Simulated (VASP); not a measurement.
# Ga2P (Pnnm) in VASP: notebook

Runs on Ga2P. Level: PBE. Tasks: single point.

All numbers are computed with VASP 6.6.1; they aren't measurements. Logs are shortened: lines on timing, memory, paths and dates and some standing lists are left out, and cuts for length are marked.

### 1 The cell of the first run

The structure is orthorhombic, space group Pnnm (No. 58). The conventional cell has a = 4.685 Å, b = 5.718 Å, c = 3.570 Å, α = 90.00°, β = 90.00°, γ = 90.00°. Ga (site symmetry m) has 1 Ga at 2.33 Å and 3 P at 2.36 to 2.37 Å within 3.1 Å. P (site symmetry 2/m) has 6 Ga at 2.36 to 2.37 Å within 3.1 Å.

### 2 Single point, PBE

File INCAR:

```
SYSTEM = Ga2P
PREC = Accurate ; ENCUT = 520
EDIFF = 1E-7 ; ISMEAR = 0
SIGMA = 0.1 ; LREAL = .FALSE.
LASPH = .TRUE. ; NELM = 60
ALGO = Normal ; ISIF = 2
LWAVE = .FALSE. ; LCHARG = .TRUE.
GGA = PE ; LELF = .TRUE.
LVHAR = .TRUE. ; NBANDS = 40
```

File KPOINTS:

```
Automatic mesh
0
G
  4 4 6
  0 0 0
```

File POSCAR:

```
Ga2P
1.0
    4.6852485249      0.0000000000      0.0000000000
    0.0000000000      5.7183096675      0.0000000000
    0.0000000000      0.0000000000      3.5697533197
Ga P
4 2
Direct
    0.2004000000      0.3787000000      0.0000000000
    0.7996000000      0.6213000000      0.0000000000
    0.7004000000      0.1213000000      0.5000000000
    0.2996000000      0.8787000000      0.5000000000
    0.0000000000      0.0000000000      0.0000000000
    0.5000000000      0.5000000000      0.5000000000
```

Potentials or basis: VASP PAW PBE potentials, release 64 (Ga_d, P).

On the command line:

```
$ cat potpaw_PBE.64/Ga_d/POTCAR potpaw_PBE.64/P/POTCAR > POTCAR
$ mpirun -np 1 vasp_std > vasp.out
```

OUTCAR:

```text
SYSTEM = Ga2P
   PREC = Accurate
   ENCUT = 520
   EDIFF = 1E-7
   ISMEAR = 0
   LREAL = .FALSE.
   LASPH = .TRUE.
   NELM = 60
   ISIF = 2
   GGA = PE

 ion  position               nearest neighbor table
   1  0.200  0.379  0.000-   2 2.33   5 2.36   6 2.37   6 2.37
   2  0.800  0.621  0.000-   1 2.33   5 2.36   6 2.37   6 2.37
   3  0.700  0.121  0.500-   4 2.33   6 2.36   5 2.37   5 2.37
   4  0.300  0.879  0.500-   3 2.33   6 2.36   5 2.37   5 2.37
   5  0.000  0.000  0.000-   1 2.36   2 2.36   3 2.37   4 2.37   3 2.37   4 2.37
   6  0.500  0.500  0.500-   3 2.36   4 2.36   1 2.37   2 2.37   1 2.37   2 2.37

  LATTYP: Found a simple orthorhombic cell.
 ALAT       =     3.5697533197
 B/A-ratio  =     1.3124852351
 C/A-ratio  =     1.6018781006

  Lattice vectors:

 A1 = (   0.0000000000,   0.0000000000,   3.5697533197)
 A2 = (   4.6852485249,   0.0000000000,   0.0000000000)
 A3 = (   0.0000000000,   5.7183096675,   0.0000000000)

Analysis of symmetry for initial positions (statically):
=====================================================================
 Subroutine PRICEL returns:
 Original cell was already a primitive cell.

 Routine SETGRP: Setting up the symmetry group for a
 simple orthorhombic supercell.

 Subroutine GETGRP returns: Found  8 space group operations
 (whereof  4 operations were pure point group operations)
 out of a pool of  8 trial point group operations.

The static configuration has the point symmetry C_2h.
 The point group associated with its full space group is D_2h.

Analysis of symmetry for dynamics (positions and initial velocities):
=====================================================================
 Subroutine PRICEL returns:
 Original cell was already a primitive cell.

 Routine SETGRP: Setting up the symmetry group for a
 simple orthorhombic supercell.

 Subroutine GETGRP returns: Found  8 space group operations
 (whereof  4 operations were pure point group operations)
 out of a pool of  8 trial point group operations.

The dynamic configuration has the point symmetry C_2h.
 The point group associated with its full space group is D_2h.

 Subroutine INISYM returns: Found  8 space group operations
 (whereof  4 operations are pure point group operations),
 and found     1 'primitive' translations

----------------------------------------------------------------------------------------

                                     Primitive cell

  volume of cell :      95.6398

  direct lattice vectors                    reciprocal lattice vectors
     4.685248525  0.000000000  0.000000000     0.213435850  0.000000000  0.000000000
     0.000000000  5.718309667  0.000000000     0.000000000  0.174876853  0.000000000
     0.000000000  0.000000000  3.569753320     0.000000000  0.000000000  0.280131401

  length of vectors
     4.685248525  5.718309667  3.569753320     0.213435850  0.174876853  0.280131401

  position of ions in fractional coordinates (direct lattice)
     0.200400000  0.378700000  0.000000000
     0.799600000  0.621300000  0.000000000
     0.700400000  0.121300000  0.500000000
     0.299600000  0.878700000  0.500000000
     0.000000000  0.000000000  0.000000000
     0.500000000  0.500000000  0.500000000

  ion indices of the primitive-cell ions
   primitive index   ion index
                 1           1
                 2           2
                 3           3
                 4           4
                 5           5
                 6           6

----------------------------------------------------------------------------------------

 KPOINTS: Automatic mesh

Automatic generation of k-mesh.
 Grid dimensions read from file:
 generate k-points for:    4    4    6

 Generating k-lattice:

  Cartesian coordinates                     Fractional coordinates (reciprocal lattice)
     0.053358962  0.000000000  0.000000000     0.250000000  0.000000000  0.000000000
     0.000000000  0.043719213  0.000000000     0.000000000  0.250000000  0.000000000
     0.000000000  0.000000000  0.046688567     0.000000000  0.000000000  0.166666667

  Length of vectors
     0.053358962  0.043719213  0.046688567

  Shift w.r.t. Gamma in fractional coordinates (k-lattice)
     0.000000000  0.000000000  0.000000000

 Subroutine IBZKPT returns following result:
 ===========================================

 Found     36 irreducible k-points:

 Following reciprocal coordinates:
            Coordinates               Weight
  0.000000  0.000000  0.000000      1.000000
  0.250000  0.000000  0.000000      2.000000
  0.500000  0.000000  0.000000      1.000000
  0.000000  0.250000  0.000000      2.000000
  0.250000  0.250000  0.000000      4.000000
  0.500000  0.250000  0.000000      2.000000
[... 16 lines left out ...]
  0.250000  0.250000  0.333333      8.000000
  0.500000  0.250000  0.333333      4.000000
 [... further k-points ...]
   k-points           NKPTS =     36   k-points in BZ     NKDIM =     36   number of bands    NBANDS=     40
   number of dos      NEDOS =    301   number of ions     NIONS =      6
   total plane-waves  NPLWV =  48384
   dimension x,y,z NGX =    36 NGY =   48 NGZ =   28
   dimension x,y,z NGXF=    72 NGYF=   96 NGZF=   56
   ions per type =               4   2
   NGX,Y,Z   is equivalent  to a cutoff of  12.77, 13.95, 13.04 a.u.
   NGXF,Y,Z  is equivalent  to a cutoff of  25.55, 27.91, 26.08 a.u.
 SYSTEM =  Ga2P
   PREC   = accura    normal or accurate (medium, high low for compatibility)
   ISTART =      0    job   : 0-new  1-cont  2-samecut
   ICHARG =      2    charge: 1-file 2-atom 10-const
   ISPIN  =      1    spin polarized calculation?
   LNONCOLLINEAR =      F non collinear calculations
   LSORBIT =      F    spin-orbit coupling
   LASPH  =      T    aspherical Exc in radial PAW
   ENCUT  =  520.0 eV  38.22 Ry    6.18 a.u.   8.71 10.63  6.64*2*pi/ulx,y,z
   NELM   =     60;   NELMIN=  2; NELMDL= -5     # of ELM steps
   EDIFF  = 0.1E-06   stopping-criterion for ELM
   LREAL  =      F    real-space projection
   EDIFFG = 0.1E-05   stopping-criterion for IOM
   NSW    =      0    number of steps for IOM
   IBRION =     -1    ionic relax: 0-MD 1-quasi-New 2-CG
   NFREE  =      0    steps in history (QN), initial steepest desc. (CG)
   ISIF   =      2    stress and relaxation
   ISYM   =      2    0-nonsym 1-usesym 2-fastsym
   POTIM  = 0.5000    time-step for ionic-motion
   TEBEG  =    0.0;   TEEND  =   0.0 temperature during run
   PSTRESS=    0.0 pullay stress
   NELECT =      62.0000    total number of electrons
   NUPDOWN=      -1.0000    fix difference up-down
   EMIN   =  10.00;   EMAX   =-10.00  energy-range for DOS
   EFERMI =   0.00;   METHOD = LEGACY
   ISMEAR =     0;   SIGMA  =   0.10  broadening in eV -4-tet -1-fermi 0-gaus
   EFERMI_NEDOS =   21; number of points for ismear=-14 and -15
   IALGO  =     38    algorithm
   IMIX   =      4    mixing-type and parameters
     AMIX     =   0.40;   BMIX     =  1.00
     AMIX_MAG =   1.60;   BMIX_MAG =  1.00
  volume/ion in A,a.u.               =      15.94       107.57
  Fermi-wavevector in a.u.,A,eV,Ry     =   1.416857  2.677471 27.313458  2.007483
  Thomas-Fermi vector in A             =   2.538147
   LORBIT       =      0    0 simple, 1 ext, 2 COOP (PROOUT), +10 PAW based schemes
   GGA     = PE    functional components
   LHFCALC =     F    Hartree Fock is set to
   AEXX    =    0.0000 exact exchange contribution
   IVDW    =     0    specifies the selected vdW correction
   LEPSILON=     F    determine dielectric tensor
   LRPA    =     F    only Hartree local field effects (RPA)
 non-spin polarized calculation
 Gauss-broadening in eV      SIGMA  =   0.10
  energy-cutoff  :      520.00
  volume of cell :       95.64
 maximum number of plane-waves:      2602
 NGX is ok and might be reduce to    36
   NGX = 17   NGY = 21   NGZ = 13

 number of electron      62.0000045 magnetization

 Free energy of the ion-electron system (eV)
  ---------------------------------------------------
  ext. energy  EPLUGINS =         0.00000000
  ---------------------------------------------------
  free energy    TOTEN  =       -20.96651785 eV

  energy without entropy =      -20.95340202  energy(sigma->0) =      -20.95995993

 E-fermi :   7.8987     XC(G=0): -11.3625

 val. band max:        7.8648410946   @ k =   0.2500   0.5000   0.0000
 cond. band min:       7.8997119410   @ k =   0.2500   0.5000   0.1667
 fundamental gap:      0.0348708464
 Fermi energy:         7.8986689742

 k-point     1 :       0.0000    0.0000    0.0000
  band No.  band energies     occupation
      1      -7.8828      2.00000
      2      -7.7904      2.00000
      3      -7.7128      2.00000
      4      -7.6521      2.00000
      5      -7.6464      2.00000
      6      -7.5701      2.00000
[... 32 lines left out ...]
     39      14.1581      0.00000
     40      14.1891      0.00000

 k-point     2 :       0.2500    0.0000    0.0000
  band No.  band energies     occupation
      1      -7.8777      2.00000
      2      -7.7717      2.00000
      3      -7.7421      2.00000
      4      -7.6342      2.00000
      5      -7.6335      2.00000
      6      -7.6138      2.00000
[... 32 lines left out ...]
     39      13.6058      0.00000
     40      13.9748      0.00000

 k-point     3 :       0.5000    0.0000    0.0000
  band No.  band energies     occupation
      1      -7.8348      2.00000
      2      -7.8348      2.00000
      3      -7.7007      2.00000
      4      -7.7007      2.00000
      5      -7.6183      2.00000
      6      -7.6183      2.00000
[... 32 lines left out ...]
     39      13.6068      0.00000
     40      13.6069      0.00000

 k-point     4 :       0.0000    0.2500    0.0000
  band No.  band energies     occupation
      1      -7.8547      2.00000
      2      -7.7911      2.00000
      3      -7.6970      2.00000
      4      -7.6502      2.00000
      5      -7.6383      2.00000
      6      -7.5741      2.00000
[... 32 lines left out ...]
     39      13.8452      0.00000
     40      13.9104      0.00000
[... 772 lines left out ...]
     39      14.0906      0.00000
     40      14.2915      0.00000

 k-point    23 :       0.2500    0.2500    0.3333
  band No.  band energies     occupation
      1      -7.8585      2.00000
      2      -7.8156      2.00000
      3      -7.7606      2.00000
      4      -7.7240      2.00000
      5      -7.6359      2.00000
      6      -7.6236      2.00000
[... 32 lines left out ...]
     39      13.5164      0.00000
     40      14.9135      0.00000

 k-point    24 :       0.5000    0.2500    0.3333
  band No.  band energies     occupation
      1      -7.8336      2.00000
      2      -7.8336      2.00000
      3      -7.7573      2.00000
      4      -7.7573      2.00000
      5      -7.6288      2.00000
      6      -7.6288      2.00000
[... 32 lines left out ...]
     39      14.7330      0.00000
     40      14.7330      0.00000

 [... further k-points ...]

------------------------ aborting loop because EDIFF is reached ----------------------------------------

  FORCE on cell =-STRESS in cart. coord.  units (eV):
  Direction    XX          YY          ZZ          XY          YZ          ZX
  --------------------------------------------------------------------------------------
  -------------------------------------------------------------------------------------
  Total       15.5383573     14.8097225     10.5607615      0.0000000      0.0000000      0.0000000
  in kB      260.3018038    248.0955618    176.9160806      0.0000000      0.0000000      0.0000000
  external PRESSURE =     228.4378154 kB  Pullay stress =       0.0000000 kB

 VOLUME and BASIS-vectors are now :
 -----------------------------------------------------------------------------
  energy-cutoff  :      520.00
  volume of cell :       95.64
      direct lattice vectors                 reciprocal lattice vectors
     4.685248525  0.000000000  0.000000000     0.213435850  0.000000000  0.000000000
     0.000000000  5.718309667  0.000000000     0.000000000  0.174876853  0.000000000
     0.000000000  0.000000000  3.569753320     0.000000000  0.000000000  0.280131401

 POSITION                                       TOTAL-FORCE (eV/Angst)
 -----------------------------------------------------------------------------------
      0.93892      2.16552      0.00000         0.168517     -0.393281      0.000000
      3.74632      3.55279      0.00000        -0.168517      0.393281      0.000000
      3.28155      0.69363      1.78488         0.168517      0.393281      0.000000
      1.40370      5.02468      1.78488        -0.168517     -0.393281      0.000000
      0.00000      0.00000      0.00000         0.000000      0.000000      0.000000
      2.34262      2.85915      1.78488         0.000000      0.000000      0.000000
 -----------------------------------------------------------------------------------
    total drift:                                0.000000      0.000000      0.000000

  FREE ENERGIE OF THE ION-ELECTRON SYSTEM (eV)
  ---------------------------------------------------
  free  energy   TOTEN  =       -20.9665178489 eV

  energy  without entropy=      -20.9534020183  energy(sigma->0) =      -20.95995993
```

Wall time 86 s (1 thread of Intel Xeon 6975P-C (Granite Rapids), shared host); peak memory 0.25 GiB.

What came out:

- Free energy: -20.9665 eV
- Pressure: 22.8 GPa
- Largest force: 0.428 eV/Å
- Band gap on the k mesh: zero (band 31 reaches 8.99 eV, above the bottom of band 32 at 6.17 eV)

Forces on the atoms (eV/Å):
```
Ga   0.169 -0.393  0.000
Ga  -0.169  0.393  0.000
Ga   0.169  0.393  0.000
Ga  -0.169 -0.393  0.000
P    0.000  0.000  0.000
P    0.000  0.000  0.000
```

### 3 Single point, PBE

This run uses another cell than the first one, of 20.02 Å³/atom, 1.256 times its volume.

File INCAR:

```
PREC = Accurate ; ENCUT = 520
EDIFF = 1E-7 ; ISMEAR = 0
SIGMA = 0.1 ; LREAL = F
LASPH = T ; NELM = 100
ALGO = Normal ; ISIF = 2
LWAVE = F ; LCHARG = F
GGA = PE ; NBANDS = 40
```

File KPOINTS:

```
regular mesh
0
Gamma
  4 4 6
```

File POSCAR:

```
Ga2P
1.0
    5.1313057339      0.0000000000      0.0000000000
    0.0000000000      6.2505043849      0.0000000000
    0.0000000000      0.0000000000      3.7442454984
Ga P
4 2
Direct
    0.1987268617      0.3775614603      0.0000000000
    0.8012731383      0.6224385397      0.0000000000
    0.6987268617      0.1224385397      0.5000000000
    0.3012731383      0.8775614603      0.5000000000
    0.0000000000      0.0000000000      0.0000000000
    0.5000000000      0.5000000000      0.5000000000
```

Potentials or basis: VASP PAW PBE potentials, release 64 (Ga_d, P).

On the command line:

```
$ cat potpaw_PBE.64/Ga_d/POTCAR potpaw_PBE.64/P/POTCAR > POTCAR
$ mpirun -np 1 vasp_std > vasp.out
```

Run time: 97 s. Hardware: 1 thread of Intel Xeon 6975P-C (Granite Rapids), shared host; peak memory 0.29 GiB.

It converged, with:

```
Free energy            : -22.4818 eV
Pressure               : 0.3 GPa
Largest force          : 0.017 eV/Å
Band gap on the k mesh : zero (band 31 reaches 6.71 eV, above the bottom of band 32 at 4.22 eV)
```

Forces in eV/Å, atoms in the order of the input:
```
Ga   0.014  0.010  0.000
Ga  -0.014 -0.010  0.000
Ga   0.014 -0.010  0.000
Ga  -0.014  0.010  0.000
P    0.000  0.000  0.000
P    0.000  0.000  0.000
```

Stress tensor (GPa, compression positive):
```
0.43 0.00 0.00
0.00 0.45 0.00
0.00 0.00 0.13
```

Levels at points of the mesh, in eV from the Fermi level:
```
           k point  band 28  band 29  band 30  band 31  band 32  band 33  band 34  band 35
(0.00, 0.00, 0.00)    -3.01    -2.71    -1.29    -1.14     2.00     2.32     3.28     3.51
(0.50, 0.00, 0.00)    -1.88    -1.00    -1.00     0.65     0.65     2.56     2.56     2.78
(0.00, 0.50, 0.00)    -2.45    -2.10    -2.10     0.93     0.93     1.17     1.17     3.74
(0.50, 0.50, 0.00)    -2.04    -1.80    -1.80    -0.19    -0.19     1.15     1.15     2.21
(0.00, 0.00, 0.50)    -3.52    -2.46    -2.46    -0.92    -0.92     0.84     0.84     1.87
(0.50, 0.00, 0.50)    -4.34    -3.76    -3.76    -0.90    -0.90     3.48     3.48     4.26
(0.00, 0.50, 0.50)    -3.37    -3.01    -3.01    -0.91    -0.91    -0.34    -0.34     1.85
(0.50, 0.50, 0.50)    -4.68    -1.59    -1.59     0.26     0.26     1.32     1.32     2.87
```
